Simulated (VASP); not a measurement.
# W (I4/mmm) in VASP: notebook

Runs on W. Level: PBE. Tasks: single point.

All numbers are computed with VASP 6.6.1; they aren't measurements. Logs are shortened: lines on timing, memory, paths and dates and some standing lists are left out, and cuts for length are marked.

### 1 The cell of the first run

It takes space group I4/mmm (No. 139, tetragonal). Conventional cell: a = 3.184 Å, b = 3.184 Å, c = 2.865 Å, α = 90.00°, β = 90.00°, γ = 90.00°. W (site symmetry 4/mmm) has 14 W at 2.67 to 3.18 Å within 3.5 Å.

### 2 Single point, PBE (strain -0.1000 x Voigt [0, 1, 0, 0, 0, 0])

File INCAR:

```
  PREC = Accurate
  ENCUT = 500
  EDIFF = 1E-6
  ISMEAR = 0
  SIGMA = 0.15
  LREAL = False
  LASPH = True
  NELM = 120
  ALGO = Normal
  ISIF = 2
  LWAVE = False
  LCHARG = False
  GGA = PE
  NBANDS = 13
  GGA_COMPAT = False
```

File KPOINTS:

```
regular mesh
0
Gamma
  26 26 26
```

File POSCAR:

```
W
1.0
   -1.5917793224      1.4326013902      1.5917793224
    1.5917793224     -1.4326013902      1.5917793224
    1.5917793224      1.4326013902     -1.5917793224
W
1
Direct
    0.0000000000      0.0000000000      0.0000000000
```

Potentials or basis: VASP PAW PBE potentials, release 64 (W_sv).

Command:

```sh
$ cat potpaw_PBE.64/W_sv/POTCAR > POTCAR
$ mpirun -np 1 vasp_std > vasp.out
```

OUTCAR:

```text
PREC = Accurate
   ENCUT = 500
   EDIFF = 1E-6
   ISMEAR = 0
   LREAL = False
   LASPH = True
   NELM = 120
   ISIF = 2
   GGA = PE

 ion  position               nearest neighbor table
   1  0.000  0.000  0.000-

  LATTYP: Found a body centered tetragonal cell.
 ALAT       =     3.1835586448
 C/A-ratio  =     0.9000000000

  Lattice vectors:

 A1 = (  -1.5917793224,  -1.4326013902,   1.5917793224)
 A2 = (   1.5917793224,  -1.4326013902,  -1.5917793224)
 A3 = (   1.5917793224,   1.4326013902,   1.5917793224)

Analysis of symmetry for initial positions (statically):
=====================================================================
 Subroutine PRICEL returns:
 Original cell was already a primitive cell.

 Routine SETGRP: Setting up the symmetry group for a
 body centered tetragonal supercell.

 Subroutine GETGRP returns: Found 16 space group operations
 (whereof 16 operations were pure point group operations)
 out of a pool of 16 trial point group operations.

The static configuration has the point symmetry D_4h.

Analysis of symmetry for dynamics (positions and initial velocities):
=====================================================================
 Subroutine PRICEL returns:
 Original cell was already a primitive cell.

 Routine SETGRP: Setting up the symmetry group for a
 body centered tetragonal supercell.

 Subroutine GETGRP returns: Found 16 space group operations
 (whereof 16 operations were pure point group operations)
 out of a pool of 16 trial point group operations.

The dynamic configuration has the point symmetry D_4h.

 Subroutine INISYM returns: Found 16 space group operations
 (whereof 16 operations are pure point group operations),
 and found     1 'primitive' translations

----------------------------------------------------------------------------------------

                                     Primitive cell

  volume of cell :      14.5195

  direct lattice vectors                    reciprocal lattice vectors
    -1.591779322  1.432601390  1.591779322     0.000000000  0.349015437  0.314113893
     1.591779322 -1.432601390  1.591779322     0.314113893  0.000000000  0.314113893
     1.591779322  1.432601390 -1.591779322     0.314113893  0.349015437  0.000000000

  length of vectors
     2.668308372  2.668308372  2.668308372     0.469552247  0.444224128  0.469552247

  position of ions in fractional coordinates (direct lattice)
     0.000000000  0.000000000  0.000000000

  ion indices of the primitive-cell ions
   primitive index   ion index
                 1           1

----------------------------------------------------------------------------------------

 KPOINTS: regular mesh

Automatic generation of k-mesh.
 Grid dimensions read from file:
 generate k-points for:   26   26   26

 Generating k-lattice:

  Cartesian coordinates                     Fractional coordinates (reciprocal lattice)
     0.000000000  0.013423671  0.012081304     0.038461538  0.000000000  0.000000000
     0.012081304  0.000000000  0.012081304     0.000000000  0.038461538  0.000000000
     0.012081304  0.013423671  0.000000000     0.000000000  0.000000000  0.038461538

  Length of vectors
     0.018059702  0.017085543  0.018059702

  Shift w.r.t. Gamma in fractional coordinates (k-lattice)
     0.000000000  0.000000000  0.000000000

 Subroutine IBZKPT returns following result:
 ===========================================

 Found   1330 irreducible k-points:

 Following reciprocal coordinates:
            Coordinates               Weight
  0.000000  0.000000  0.000000      1.000000
  0.038462  0.000000  0.000000      8.000000
  0.076923  0.000000  0.000000      8.000000
  0.115385  0.000000  0.000000      8.000000
  0.153846  0.000000  0.000000      8.000000
  0.192308  0.000000  0.000000      8.000000
[... 16 lines left out ...]
  0.307692  0.038462  0.000000     16.000000
  0.346154  0.038462  0.000000     16.000000
 [... further k-points ...]
   k-points           NKPTS =   1330   k-points in BZ     NKDIM =   1330   number of bands    NBANDS=     13
   number of dos      NEDOS =    301   number of ions     NIONS =      1
   total plane-waves  NPLWV =   8000
   dimension x,y,z NGX =    20 NGY =   20 NGZ =   20
   dimension x,y,z NGXF=    40 NGYF=   40 NGZF=   40
   ions per type =               1
   NGX,Y,Z   is equivalent  to a cutoff of  12.46, 12.46, 12.46 a.u.
   NGXF,Y,Z  is equivalent  to a cutoff of  24.92, 24.92, 24.92 a.u.
 SYSTEM =  unknown system
   PREC   = accura    normal or accurate (medium, high low for compatibility)
   ISTART =      0    job   : 0-new  1-cont  2-samecut
   ICHARG =      2    charge: 1-file 2-atom 10-const
   ISPIN  =      1    spin polarized calculation?
   LNONCOLLINEAR =      F non collinear calculations
   LSORBIT =      F    spin-orbit coupling
   LASPH  =      T    aspherical Exc in radial PAW
   ENCUT  =  500.0 eV  36.75 Ry    6.06 a.u.   4.86  4.86  4.86*2*pi/ulx,y,z
   NELM   =    120;   NELMIN=  2; NELMDL= -5     # of ELM steps
   EDIFF  = 0.1E-05   stopping-criterion for ELM
   LREAL  =      F    real-space projection
   EDIFFG = 0.1E-04   stopping-criterion for IOM
   NSW    =      0    number of steps for IOM
   IBRION =     -1    ionic relax: 0-MD 1-quasi-New 2-CG
   NFREE  =      0    steps in history (QN), initial steepest desc. (CG)
   ISIF   =      2    stress and relaxation
   ISYM   =      2    0-nonsym 1-usesym 2-fastsym
   POTIM  = 0.5000    time-step for ionic-motion
   TEBEG  =    0.0;   TEEND  =   0.0 temperature during run
   PSTRESS=    0.0 pullay stress
   NELECT =      14.0000    total number of electrons
   NUPDOWN=      -1.0000    fix difference up-down
   EMIN   =  10.00;   EMAX   =-10.00  energy-range for DOS
   EFERMI =   0.00;   METHOD = LEGACY
   ISMEAR =     0;   SIGMA  =   0.15  broadening in eV -4-tet -1-fermi 0-gaus
   EFERMI_NEDOS =   21; number of points for ismear=-14 and -15
   IALGO  =     38    algorithm
   IMIX   =      4    mixing-type and parameters
     AMIX     =   0.40;   BMIX     =  1.00
     AMIX_MAG =   1.60;   BMIX_MAG =  1.00
  volume/ion in A,a.u.               =      14.52        97.98
  Fermi-wavevector in a.u.,A,eV,Ry     =   1.617337  3.056323 35.589827  2.615779
  Thomas-Fermi vector in A             =   2.711778
   LORBIT       =      0    0 simple, 1 ext, 2 COOP (PROOUT), +10 PAW based schemes
   GGA     = PE    functional components
   LHFCALC =     F    Hartree Fock is set to
   AEXX    =    0.0000 exact exchange contribution
   IVDW    =     0    specifies the selected vdW correction
   LEPSILON=     F    determine dielectric tensor
   LRPA    =     F    only Hartree local field effects (RPA)
 non-spin polarized calculation
 Gauss-broadening in eV      SIGMA  =   0.15
  energy-cutoff  :      500.00
  volume of cell :       14.52
 maximum number of plane-waves:       380
   NGX =  9   NGY =  9   NGZ =  9

 number of electron      14.0000003 magnetization

 Free energy of the ion-electron system (eV)
  ---------------------------------------------------
  ext. energy  EPLUGINS =         0.00000000
  ---------------------------------------------------
  free energy    TOTEN  =       -12.62590564 eV

  energy without entropy =      -12.61991283  energy(sigma->0) =      -12.62290923

 E-fermi :  12.7780     XC(G=0): -14.1413

 val. band max:       12.7743115232   @ k =   0.3846   0.1154   0.0385
 cond. band min:      12.7789666148   @ k =   0.3846   0.0769  -0.0000
 fundamental gap:      0.0046550916
 Fermi energy:        12.7779723947

 k-point     1 :       0.0000    0.0000    0.0000
  band No.  band energies     occupation
      1     -61.3082      2.00000
      2     -24.7455      2.00000
      3     -24.7455      2.00000
      4     -24.6561      2.00000
      5       2.6505      2.00000
      6      10.3936      2.00000
      7      12.0643      2.00000
      8      12.0643      2.00000
      9      13.9756      0.00000
     10      16.2291      0.00000
     11      26.8673      0.00000
     12      26.8673      0.00000
     13      29.1491      0.00000

 k-point     2 :       0.0385    0.0000    0.0000
  band No.  band energies     occupation
      1     -61.3052      2.00000
      2     -24.7600      2.00000
      3     -24.7542      2.00000
      4     -24.6710      2.00000
      5       2.7350      2.00000
      6      10.4161      2.00000
      7      12.0367      2.00000
      8      12.0579      2.00000
      9      13.9807      0.00000
     10      16.1476      0.00000
     11      27.0183      0.00000
     12      27.0358      0.00000
     13      29.2528      0.00000

 k-point     3 :       0.0769    0.0000    0.0000
  band No.  band energies     occupation
      1     -61.2964      2.00000
      2     -24.8209      2.00000
      3     -24.7796      2.00000
      4     -24.6959      2.00000
      5       2.9835      2.00000
      6      10.4516      2.00000
      7      11.9410      2.00000
      8      12.0783      2.00000
      9      14.0105      0.00000
     10      15.9410      0.00000
     11      27.4624      0.00000
     12      27.4854      0.00000
     13      29.5489      0.00000

 k-point     4 :       0.1154    0.0000    0.0000
  band No.  band energies     occupation
      1     -61.2823      2.00000
      2     -24.9400      2.00000
      3     -24.8202      2.00000
      4     -24.7126      2.00000
      5       3.3802      2.00000
      6      10.4169      2.00000
      7      11.7539      2.00000
      8      12.2281      2.00000
      9      14.0995      0.00000
     10      15.6923      0.00000
     11      28.0660      0.00000
     12      28.1753      0.00000
     13      29.9879      0.00000

 k-point     5 :       0.1538    0.0000    0.0000
  band No.  band energies     occupation
      1     -61.2636      2.00000
      2     -25.1026      2.00000
      3     -24.8732      2.00000
      4     -24.7259      2.00000
      5       3.8967      2.00000
      6      10.2539      2.00000
      7      11.4802      2.00000
      8      12.5894      1.92465
      9      14.2778      0.00000
     10      15.4736      0.00000
     11      28.5444      0.00000
     12      29.1247      0.00000
     13      30.4993      0.00000

 k-point     6 :       0.1923    0.0000    0.0000
  band No.  band energies     occupation
      1     -61.2414      2.00000
      2     -25.2933      2.00000
      3     -24.9353      2.00000
      4     -24.7390      2.00000
      5       4.4876      2.00000
      6       9.9881      2.00000
      7      11.1787      2.00000
      8      13.1581      0.00034
      9      14.5513      0.00000
     10      15.3199      0.00000
     11      28.6306      0.00000
     12      30.2766      0.00000
     13      31.0406      0.00000

 k-point     7 :       0.2308    0.0000    0.0000
  band No.  band energies     occupation
      1     -61.2171      2.00000
      2     -25.4983      2.00000
      3     -25.0027      2.00000
      4     -24.7525      2.00000
      5       5.0831      2.00000
      6       9.6733      2.00000
      7      10.9510      2.00000
      8      13.8953      0.00000
      9      14.8994      0.00000
     10      15.2441      0.00000
     11      28.2260      0.00000
     12      31.4719      0.00000
     13      31.5990      0.00000
[... 193 lines left out ...]
 k-point    20 :       0.1923    0.0385   -0.0000
  band No.  band energies     occupation
      1     -61.2295      2.00000
      2     -25.3972      2.00000
      3     -24.9674      2.00000
      4     -24.7445      2.00000
      5       4.8077      2.00000
      6       9.8414      2.00000
      7      11.0134      2.00000
      8      13.6327      0.00000
      9      14.4580      0.00000
     10      15.5089      0.00000
     11      28.4611      0.00000
     12      30.6324      0.00000
     13      31.2342      0.00000

 k-point    21 :       0.2308    0.0385    0.0000
  band No.  band energies     occupation
      1     -61.2048      2.00000
      2     -25.5988      2.00000
      3     -25.0384      2.00000
      4     -24.7587      2.00000
      5       5.3783      2.00000
      6       9.5328      2.00000
      7      10.8387      2.00000
      8      14.3791      0.00000
      9      14.9002      0.00000
     10      15.4543      0.00000
     11      27.8132      0.00000
     12      31.4022      0.00000
     13      32.0939      0.00000

 k-point    22 :       0.2692    0.0385    0.0000
  band No.  band energies     occupation
      1     -61.1799      2.00000
      2     -25.7971      2.00000
      3     -25.1082      2.00000
      4     -24.7729      2.00000
      5       5.8145      2.00000
      6       9.2268      2.00000
      7      10.9127      2.00000
      8      15.0841      0.00000
      9      15.4058      0.00000
     10      15.5881      0.00000
     11      27.0074      0.00000
     12      31.1920      0.00000
     13      33.4562      0.00000

 k-point    23 :       0.3077    0.0385    0.0000
  band No.  band energies     occupation
      1     -61.1563      2.00000
      2     -25.9810      2.00000
      3     -25.1728      2.00000
      4     -24.7865      2.00000
      5       6.0479      2.00000
      6       8.9453      2.00000
      7      11.3030      2.00000
      8      15.3385      0.00000
      9      15.7458      0.00000
     10      16.4703      0.00000
     11      26.2142      0.00000
     12      30.2464      0.00000
     13      34.4270      0.00000

 k-point    24 :       0.3462    0.0385    0.0000
  band No.  band energies     occupation
      1     -61.1354      2.00000
      2     -26.1408      2.00000
      3     -25.2289      2.00000
      4     -24.7988      2.00000
      5       6.1014      2.00000
      6       8.7038      2.00000
      7      11.9611      2.00000
      8      15.3252      0.00000
      9      16.2739      0.00000
     10      17.4664      0.00000
     11      25.5222      0.00000
     12      28.9510      0.00000
     13      33.0699      0.00000

 [... further k-points ...]
[... 5 lines left out ...]
  --------------------------------------------------------------------------------------
  -------------------------------------------------------------------------------------
  Total        2.5819259      6.4928392      2.5819259      0.0000000     -0.0000000      0.0000000
  in kB      284.9071022    716.4636372    284.9071022      0.0000000     -0.0000000      0.0000000
  external PRESSURE =     428.7592805 kB  Pullay stress =       0.0000000 kB

 VOLUME and BASIS-vectors are now :
 -----------------------------------------------------------------------------
  energy-cutoff  :      500.00
  volume of cell :       14.52
      direct lattice vectors                 reciprocal lattice vectors
    -1.591779322  1.432601390  1.591779322     0.000000000  0.349015437  0.314113893
     1.591779322 -1.432601390  1.591779322     0.314113893  0.000000000  0.314113893
     1.591779322  1.432601390 -1.591779322     0.314113893  0.349015437  0.000000000

 POSITION                                       TOTAL-FORCE (eV/Angst)
 -----------------------------------------------------------------------------------
      0.00000      0.00000      0.00000         0.000000     -0.000000      0.000000
 -----------------------------------------------------------------------------------
    total drift:                                0.000000     -0.000000      0.000000

  FREE ENERGIE OF THE ION-ELECTRON SYSTEM (eV)
  ---------------------------------------------------
  free  energy   TOTEN  =       -12.6259056356 eV

  energy  without entropy=      -12.6199128251  energy(sigma->0) =      -12.62290923
```

Wall time 3.9 min (1 thread of Intel Xeon 8259CL, shared host); peak memory 0.32 GiB.

Results:

- Free energy: -12.6259 eV
- Pressure: 42.9 GPa
- Band gap on the k mesh: zero (bands 7 and 8 overlap by 7.16 eV)

Levels at points of the mesh, in eV from the Fermi level:
| k point | band 3 | band 4 | band 5 | band 6 | band 7 | band 8 | band 9 | band 10 | band 11 | band 12 |
| --- | --- | --- | --- | --- | --- | --- | --- | --- | --- | --- |
| (0.00, 0.00, 0.00) | -37.52 | -37.43 | -10.13 | -2.38 | -0.71 | -0.71 | 1.20 | 3.45 | 14.09 | 14.09 |
| (0.50, 0.00, 0.00) | -38.09 | -37.59 | -6.89 | -4.50 | 1.40 | 2.35 | 4.72 | 6.89 | 11.65 | 12.88 |
| (0.00, 0.50, 0.00) | -37.88 | -37.46 | -6.88 | -2.83 | 0.42 | 0.97 | 2.80 | 6.73 | 11.99 | 12.04 |
| (0.50, 0.50, 0.50) | -38.79 | -38.38 | -6.75 | -6.44 | 5.71 | 5.71 | 6.19 | 8.04 | 8.04 | 11.01 |

Caveat: the cell differs from its parent crystal (strain -0.1000 x Voigt [0, 1, 0, 0, 0, 0]); the cell stands under pressure; spin-orbit coupling is left out, which moves the levels of the heavy elements.

### 3 Single point, PBE (strain -0.0750 x Voigt [0, 1, 0, 0, 0, 0])

File INCAR:

```
PREC = Accurate
ENCUT = 500
EDIFF = 1E-6
ISMEAR = 0
SIGMA = 0.15
LREAL = F
LASPH = T
NELM = 120
ALGO = Normal
ISIF = 2
LWAVE = F
LCHARG = T
GGA = PE
LELF = T
LVHAR = T
NBANDS = 13
GGA_COMPAT = F
```

File KPOINTS:

```
Automatic mesh
0
Gamma
  26 26 26
```

File POSCAR:

```
W
1.0
   -1.5917793224      1.4723958732      1.5917793224
    1.5917793224     -1.4723958732      1.5917793224
    1.5917793224      1.4723958732     -1.5917793224
W
1
Direct
    0.0000000000      0.0000000000      0.0000000000
```

Potentials or basis: VASP PAW PBE potentials, release 64 (W_sv).

Command:

```sh
$ cat potpaw_PBE.64/W_sv/POTCAR > POTCAR
$ mpirun -np 1 vasp_std > vasp.out
```

Wall time 4.3 min (1 thread of Intel Xeon 8259CL, shared host); peak memory 0.33 GiB.

It converged, with:

```yaml
Free_energy: -12.7794 eV
Pressure: 29.8 GPa
Band_gap_on_the_k_mesh: zero (bands 7 and 8 overlap by 6.85 eV)
```

Stress tensor (GPa, compression positive):
```
19.58  0.00  0.00
 0.00 50.34  0.00
 0.00  0.00 19.58
```

Levels at points of the mesh, in eV from the Fermi level:
| k point | band 5 | band 6 | band 7 | band 8 | band 9 | band 10 |
| --- | --- | --- | --- | --- | --- | --- |
| (0.00, 0.00, 0.00) | -9.98 | -2.06 | -0.88 | -0.88 | 1.53 | 3.12 |
| (0.50, 0.00, 0.00) | -6.69 | -4.23 | 1.16 | 2.36 | 4.17 | 6.69 |
| (0.00, 0.50, 0.00) | -6.69 | -3.04 | 0.47 | 1.31 | 2.89 | 6.53 |
| (0.50, 0.50, 0.50) | -6.46 | -6.24 | 5.52 | 5.52 | 5.87 | 8.04 |

Caveat: the cell differs from its parent crystal (strain -0.0750 x Voigt [0, 1, 0, 0, 0, 0]); the cell stands under pressure; spin-orbit coupling is left out, which moves the levels of the heavy elements.

(Part 1 of 2 ends here.)
